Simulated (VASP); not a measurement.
# CuAu3 (Pm-3m) in VASP: further runs

The runs below take CuAu3 through single point, with r2SCAN.

All numbers are computed with VASP 6.6.1; they aren't measurements. Logs are shortened: lines on timing, memory, paths and dates and some standing lists are left out, and cuts for length are marked.

**1. The cell of the first run**

It takes space group Pm-3m (No. 221, cubic). Conventional cell: a = 3.930 Å, b = 3.930 Å, c = 3.930 Å, α = 90.00°, β = 90.00°, γ = 90.00°. Cu (site symmetry m-3m) has 12 Au at 2.78 Å within 3.7 Å. Within 3.7 Å of Au (site symmetry 4/mmm) lie 4 Cu at 2.78 Å and 8 Au at 2.78 Å.

**2. Single point, r2SCAN**

Input file POSCAR:

```
CuAu3
1.0
    3.9297153700      0.0000000000      0.0000000000
    0.0000000000      3.9297153700      0.0000000000
    0.0000000000      0.0000000000      3.9297153700
Cu Au
1 3
Direct
    0.0000000000      0.0000000000      0.0000000000
    0.0000000000      0.5000000000      0.5000000000
    0.5000000000      0.0000000000      0.5000000000
    0.5000000000      0.5000000000      0.0000000000
```

Input file INCAR.step1:

```
PREC = Accurate ; ENCUT = 520
ISMEAR = -1 ; SIGMA = 0.1
LREAL = False ; LASPH = True
NELM = 100 ; NBANDS = 30
GGA = PE ; ALGO = Normal
EDIFF = 1E-4 ; LWAVE = True
LCHARG = False
```

Input file INCAR.step2:

```
PREC = Accurate ; ENCUT = 520
EDIFF = 1E-6 ; ISMEAR = -1
SIGMA = 0.1 ; LREAL = False
LASPH = True ; NELM = 100
ALGO = Normal ; ISIF = 2
LWAVE = False ; LCHARG = False
METAGGA = R2SCAN ; LMIXTAU = True
NBANDS = 30 ; ISTART = 1
```

Input file KPOINTS:

```
regular mesh
0
Gamma
  8 8 8
```

Potentials or basis: VASP PAW PBE potentials, release 64 (Cu, Au).

Launch:

```bash
> cat potpaw_PBE.64/Cu/POTCAR potpaw_PBE.64/Au/POTCAR > POTCAR
> cp INCAR.step1 INCAR
> mpirun -np 1 vasp_std > vasp.out
> cp INCAR.step2 INCAR
> mpirun -np 1 vasp_std > vasp.out
```

OUTCAR:

```text
PREC = Accurate
   ENCUT = 520
   EDIFF = 1E-6
   ISMEAR = -1
   LREAL = False
   LASPH = True
   NELM = 100
   ISIF = 2
   METAGGA = R2SCAN
   ISTART = 1

 ion  position               nearest neighbor table
   1  0.000  0.000  0.000-   2 2.78   3 2.78   4 2.78   2 2.78   3 2.78   2 2.78   4 2.78   2 2.78
                             3 2.78   4 2.78   3 2.78   4 2.78
   2  0.000  0.500  0.500-   1 2.78   3 2.78   4 2.78   1 2.78   4 2.78   1 2.78   3 2.78   1 2.78
                             3 2.78   4 2.78   4 2.78   3 2.78
   3  0.500  0.000  0.500-   1 2.78   2 2.78   4 2.78   1 2.78   4 2.78   2 2.78   4 2.78   4 2.78
                             1 2.78   2 2.78   1 2.78   2 2.78
   4  0.500  0.500  0.000-   1 2.78   2 2.78   3 2.78   2 2.78   3 2.78   1 2.78   3 2.78   3 2.78
                             1 2.78   2 2.78   2 2.78   1 2.78

  LATTYP: Found a simple cubic cell.
 ALAT       =     3.9297153700

  Lattice vectors:

 A1 = (   3.9297153700,   0.0000000000,   0.0000000000)
 A2 = (   0.0000000000,   3.9297153700,   0.0000000000)
 A3 = (   0.0000000000,   0.0000000000,   3.9297153700)

Analysis of symmetry for initial positions (statically):
=====================================================================
 Subroutine PRICEL returns:
 Original cell was already a primitive cell.

 Routine SETGRP: Setting up the symmetry group for a
 simple cubic supercell.

 Subroutine GETGRP returns: Found 48 space group operations
 (whereof 48 operations were pure point group operations)
 out of a pool of 48 trial point group operations.

The static configuration has the point symmetry O_h .

Analysis of symmetry for dynamics (positions and initial velocities):
=====================================================================
 Subroutine PRICEL returns:
 Original cell was already a primitive cell.

 Routine SETGRP: Setting up the symmetry group for a
 simple cubic supercell.

 Subroutine GETGRP returns: Found 48 space group operations
 (whereof 48 operations were pure point group operations)
 out of a pool of 48 trial point group operations.

The dynamic configuration has the point symmetry O_h .

 Subroutine INISYM returns: Found 48 space group operations
 (whereof 48 operations are pure point group operations),
 and found     1 'primitive' translations

----------------------------------------------------------------------------------------

                                     Primitive cell

  volume of cell :      60.6853

  direct lattice vectors                    reciprocal lattice vectors
     3.929715370  0.000000000  0.000000000     0.254471356  0.000000000  0.000000000
     0.000000000  3.929715370  0.000000000     0.000000000  0.254471356  0.000000000
     0.000000000  0.000000000  3.929715370     0.000000000  0.000000000  0.254471356

  length of vectors
     3.929715370  3.929715370  3.929715370     0.254471356  0.254471356  0.254471356

  position of ions in fractional coordinates (direct lattice)
     0.000000000  0.000000000  0.000000000
     0.000000000  0.500000000  0.500000000
     0.500000000  0.000000000  0.500000000
     0.500000000  0.500000000  0.000000000

  ion indices of the primitive-cell ions
   primitive index   ion index
                 1           1
                 2           2
                 3           3
                 4           4

----------------------------------------------------------------------------------------

 KPOINTS: regular mesh

Automatic generation of k-mesh.
 Grid dimensions read from file:
 generate k-points for:    8    8    8

 Generating k-lattice:

  Cartesian coordinates                     Fractional coordinates (reciprocal lattice)
     0.031808920  0.000000000  0.000000000     0.125000000  0.000000000  0.000000000
     0.000000000  0.031808920  0.000000000     0.000000000  0.125000000  0.000000000
     0.000000000  0.000000000  0.031808920     0.000000000  0.000000000  0.125000000

  Length of vectors
     0.031808920  0.031808920  0.031808920

  Shift w.r.t. Gamma in fractional coordinates (k-lattice)
     0.000000000  0.000000000  0.000000000

 Subroutine IBZKPT returns following result:
 ===========================================

 Found     35 irreducible k-points:

 Following reciprocal coordinates:
            Coordinates               Weight
  0.000000  0.000000  0.000000      1.000000
  0.125000  0.000000  0.000000      6.000000
  0.250000  0.000000  0.000000      6.000000
  0.375000  0.000000  0.000000      6.000000
  0.500000  0.000000  0.000000      3.000000
  0.125000  0.125000  0.000000     12.000000
[... 16 lines left out ...]
  0.375000  0.375000  0.125000     24.000000
  0.500000  0.375000  0.125000     24.000000
 [... further k-points ...]
   k-points           NKPTS =     35   k-points in BZ     NKDIM =     35   number of bands    NBANDS=     30
   number of dos      NEDOS =    301   number of ions     NIONS =      4
   total plane-waves  NPLWV =  27000
   dimension x,y,z NGX =    30 NGY =   30 NGZ =   30
   dimension x,y,z NGXF=    60 NGYF=   60 NGZF=   60
   ions per type =               1   3
   NGX,Y,Z   is equivalent  to a cutoff of  12.69, 12.69, 12.69 a.u.
   NGXF,Y,Z  is equivalent  to a cutoff of  25.38, 25.38, 25.38 a.u.
 SYSTEM =  unknown system
   PREC   = accura    normal or accurate (medium, high low for compatibility)
   ISTART =      1    job   : 0-new  1-cont  2-samecut
   ICHARG =      0    charge: 1-file 2-atom 10-const
   ISPIN  =      1    spin polarized calculation?
   LNONCOLLINEAR =      F non collinear calculations
   LSORBIT =      F    spin-orbit coupling
   LASPH  =      T    aspherical Exc in radial PAW
   ENCUT  =  520.0 eV  38.22 Ry    6.18 a.u.   7.31  7.31  7.31*2*pi/ulx,y,z
   NELM   =    100;   NELMIN=  2; NELMDL=  0     # of ELM steps
   EDIFF  = 0.1E-05   stopping-criterion for ELM
   LREAL  =      F    real-space projection
   EDIFFG = 0.1E-04   stopping-criterion for IOM
   NSW    =      0    number of steps for IOM
   IBRION =     -1    ionic relax: 0-MD 1-quasi-New 2-CG
   NFREE  =      0    steps in history (QN), initial steepest desc. (CG)
   ISIF   =      2    stress and relaxation
   ISYM   =      2    0-nonsym 1-usesym 2-fastsym
   POTIM  = 0.5000    time-step for ionic-motion
   TEBEG  =    0.0;   TEEND  =   0.0 temperature during run
   PSTRESS=    0.0 pullay stress
   NELECT =      44.0000    total number of electrons
   NUPDOWN=      -1.0000    fix difference up-down
   EMIN   =  10.00;   EMAX   =-10.00  energy-range for DOS
   EFERMI =   0.00;   METHOD = LEGACY
   ISMEAR =    -1;   SIGMA  =   0.10  broadening in eV -4-tet -1-fermi 0-gaus
   EFERMI_NEDOS =   21; number of points for ismear=-14 and -15
   IALGO  =     38    algorithm
   IMIX   =      4    mixing-type and parameters
     AMIX     =   0.40;   BMIX     =  1.00
     AMIX_MAG =   1.60;   BMIX_MAG =  1.00
  volume/ion in A,a.u.               =      15.17       102.38
  Fermi-wavevector in a.u.,A,eV,Ry     =   1.470724  2.779266 29.429813  2.163030
  Thomas-Fermi vector in A             =   2.585947
   LORBIT       =      0    0 simple, 1 ext, 2 COOP (PROOUT), +10 PAW based schemes
   METAGGA = R2SCAN    functional components
   LHFCALC =     F    Hartree Fock is set to
   AEXX    =    0.0000 exact exchange contribution
   IVDW    =     0    specifies the selected vdW correction
   LEPSILON=     F    determine dielectric tensor
   LRPA    =     F    only Hartree local field effects (RPA)
 non-spin polarized calculation
  energy-cutoff  :      520.00
  volume of cell :       60.69
 maximum number of plane-waves:      1666
 NGX is ok and might be reduce to    30
   NGX = 15   NGY = 15   NGZ = 15

 number of electron      44.0000034 magnetization

 Free energy of the ion-electron system (eV)
  ---------------------------------------------------
  ext. energy  EPLUGINS =         0.00000000
  ---------------------------------------------------
  free energy    TOTEN  =      -162.58417551 eV

  energy without entropy =     -162.54635321  energy(sigma->0) =     -162.56526436

 E-fermi :   9.7657     XC(G=0): -13.9008

 val. band max:        9.7645974348   @ k =   0.3750   0.3750   0.0000
 cond. band min:       9.7907304499   @ k =   0.3750   0.3750   0.1250
 fundamental gap:      0.0261330151
 Fermi energy:         9.7656872040

 k-point     1 :       0.0000    0.0000    0.0000
  band No.  band energies     occupation
      1      -0.9223      2.00000
      2       1.5109      2.00000
      3       2.3542      2.00000
      4       2.3542      2.00000
      5       2.3542      2.00000
      6       2.5156      2.00000
[... 22 lines left out ...]
     29      20.1607      0.00000
     30      20.1607      0.00000

 k-point     2 :       0.1250    0.0000    0.0000
  band No.  band energies     occupation
      1      -0.7241      2.00000
      2       1.6322      2.00000
      3       2.4092      2.00000
      4       2.4614      2.00000
      5       2.4614      2.00000
      6       2.5505      2.00000
[... 22 lines left out ...]
     29      20.1478      0.00000
     30      20.2238      0.00000

 k-point     3 :       0.2500    0.0000    0.0000
  band No.  band energies     occupation
      1      -0.1543      2.00000
      2       1.9606      2.00000
      3       2.5571      2.00000
      4       2.6217      2.00000
      5       2.7768      2.00000
      6       2.7768      2.00000
[... 22 lines left out ...]
     29      19.8445      0.00000
     30      20.1662      0.00000

 k-point     4 :       0.3750    0.0000    0.0000
  band No.  band energies     occupation
      1       0.6724      2.00000
      2       2.3420      2.00000
      3       2.6329      2.00000
      4       2.7368      2.00000
      5       3.2701      2.00000
      6       3.2701      2.00000
[... 616 lines left out ...]
     29      20.6047      0.00000
     30      20.9575      0.00000

 k-point    23 :       0.3750    0.3750    0.1250
  band No.  band energies     occupation
      1       1.8225      2.00000
      2       2.8106      2.00000
      3       2.8546      2.00000
      4       3.1176      2.00000
      5       3.5990      2.00000
      6       3.8721      2.00000
[... 22 lines left out ...]
     29      20.5651      0.00000
     30      22.4784      0.00000

 k-point    24 :       0.5000    0.3750    0.1250
  band No.  band energies     occupation
      1       2.2349      2.00000
      2       2.5246      2.00000
      3       2.8439      2.00000
      4       3.1460      2.00000
      5       3.7458      2.00000
      6       3.9786      2.00000
[... 22 lines left out ...]
     29      20.9601      0.00000
     30      21.7286      0.00000

 [... further k-points ...]
[... 5 lines left out ...]
  --------------------------------------------------------------------------------------
  -------------------------------------------------------------------------------------
  Total        4.5099210      4.5099210      4.5099210      0.0000000     -0.0000000      0.0000000
  in kB      119.0683224    119.0683224    119.0683224      0.0000000     -0.0000000      0.0000000
  external PRESSURE =     119.0683224 kB  Pullay stress =       0.0000000 kB

 VOLUME and BASIS-vectors are now :
 -----------------------------------------------------------------------------
  energy-cutoff  :      520.00
  volume of cell :       60.69
      direct lattice vectors                 reciprocal lattice vectors
     3.929715370  0.000000000  0.000000000     0.254471356  0.000000000  0.000000000
     0.000000000  3.929715370  0.000000000     0.000000000  0.254471356  0.000000000
     0.000000000  0.000000000  3.929715370     0.000000000  0.000000000  0.254471356

 POSITION                                       TOTAL-FORCE (eV/Angst)
 -----------------------------------------------------------------------------------
      0.00000      0.00000      0.00000         0.000000      0.000000      0.000000
      0.00000      1.96486      1.96486         0.000000      0.000000      0.000000
      1.96486      0.00000      1.96486         0.000000      0.000000      0.000000
      1.96486      1.96486      0.00000         0.000000      0.000000      0.000000
 -----------------------------------------------------------------------------------
    total drift:                                0.000000      0.000000     -0.000000

  FREE ENERGIE OF THE ION-ELECTRON SYSTEM (eV)
  ---------------------------------------------------
  free  energy   TOTEN  =      -162.5841755145 eV

  energy  without entropy=     -162.5463532076  energy(sigma->0) =     -162.56526436
```

Wall time 4.5 min (1 thread of Intel Xeon 8259CL, shared host); peak memory 0.21 GiB.

Results:

* Free energy: -162.5842 eV
* Pressure: 11.9 GPa
* Band gap on the k mesh: zero (bands 22 and 23 overlap by 2.28 eV)

Levels at points of the mesh, in eV from the Fermi level:
```tsv
k point	band 19	band 20	band 21	band 22	band 23	band 24	band 25	band 26
(0.00, 0.00, 0.00)	-1.69	-1.69	-1.69	0.98	0.98	0.98	6.48	6.48
(0.50, 0.00, 0.00)	-2.41	-2.21	-1.76	-1.69	5.76	6.11	6.27	6.27
(0.50, 0.50, 0.00)	-2.45	-2.45	-0.91	-0.24	-0.10	-0.10	8.99	9.58
(0.50, 0.50, 0.50)	-1.88	-1.88	-1.20	-1.18	-1.18	-1.18	3.27	3.27
```

Caveat: the cell stands under pressure; the PAW data sets were made with another functional, which shifts forces and pressure a little; spin-orbit coupling is left out, which moves the levels of the heavy elements.

**3. Single point, r2SCAN**

This run uses another cell than the first one, of 15.49 Å³/atom.

Input file POSCAR:

```
CuAu3
1.0
    3.9573903300      0.0000000000      0.0000000000
    0.0000000000      3.9573903300      0.0000000000
    0.0000000000      0.0000000000      3.9573903300
Cu Au
1 3
Direct
    0.0000000000      0.0000000000      0.0000000000
    0.0000000000      0.5000000000      0.5000000000
    0.5000000000      0.0000000000      0.5000000000
    0.5000000000      0.5000000000      0.0000000000
```

Input file INCAR.step1:

```
SYSTEM = CuAu3
PREC = Accurate
ENCUT = 520
ISMEAR = -1
SIGMA = 0.1
LREAL = .False.
LASPH = .True.
NELM = 100
NBANDS = 30
GGA = PE
ALGO = Normal
EDIFF = 1E-4
LWAVE = .True.
LCHARG = .False.
```

Input file INCAR.step2:

```
SYSTEM = CuAu3
PREC = Accurate
ENCUT = 520
EDIFF = 1E-6
ISMEAR = -1
SIGMA = 0.1
LREAL = .False.
LASPH = .True.
NELM = 100
ALGO = Normal
ISIF = 2
LWAVE = .False.
LCHARG = .True.
METAGGA = R2SCAN
LMIXTAU = .True.
LELF = .True.
LVHAR = .True.
NBANDS = 30
ISTART = 1
```

Input file KPOINTS:

```
Automatic mesh
0
Gamma
  8 8 8
  0 0 0
```

Potentials or basis: VASP PAW PBE potentials, release 64 (Cu, Au).

Launch:

```bash
> cat potpaw_PBE.64/Cu/POTCAR potpaw_PBE.64/Au/POTCAR > POTCAR
> cp INCAR.step1 INCAR
> mpirun -np 1 vasp_std > vasp.out
> cp INCAR.step2 INCAR
> mpirun -np 1 vasp_std > vasp.out
```

It took 4.4 min on 1 thread of Intel Xeon 8259CL, shared host; peak memory 0.21 GiB.

The run converged. Its results:

```yaml
Free_energy: -162.6629 eV
Pressure: 7.5 GPa
Band_gap_on_the_k_mesh: zero (bands 22 and 23 overlap by 2.20 eV)
```

Levels at points of the mesh, in eV from the Fermi level:
```
           k point  band 19  band 20  band 21  band 22  band 23  band 24  band 25  band 26
(0.00, 0.00, 0.00)    -1.66    -1.66    -1.66     1.05     1.05     1.05     6.30     6.30
(0.50, 0.00, 0.00)    -2.35    -2.15    -1.75    -1.66     5.66     5.96     6.21     6.21
(0.50, 0.50, 0.00)    -2.38    -2.38    -0.89    -0.23    -0.12    -0.12     8.89     9.46
(0.50, 0.50, 0.50)    -1.85    -1.85    -1.09    -1.07    -1.07    -1.07     3.15     3.15
```

Caveat: the cell stands under pressure; the PAW data sets were made with another functional, which shifts forces and pressure a little; spin-orbit coupling is left out, which moves the levels of the heavy elements.

(Continued in part 2 of 2.)

The gap in the log of VASP goes by the Fermi energy; the results here count the filled bands.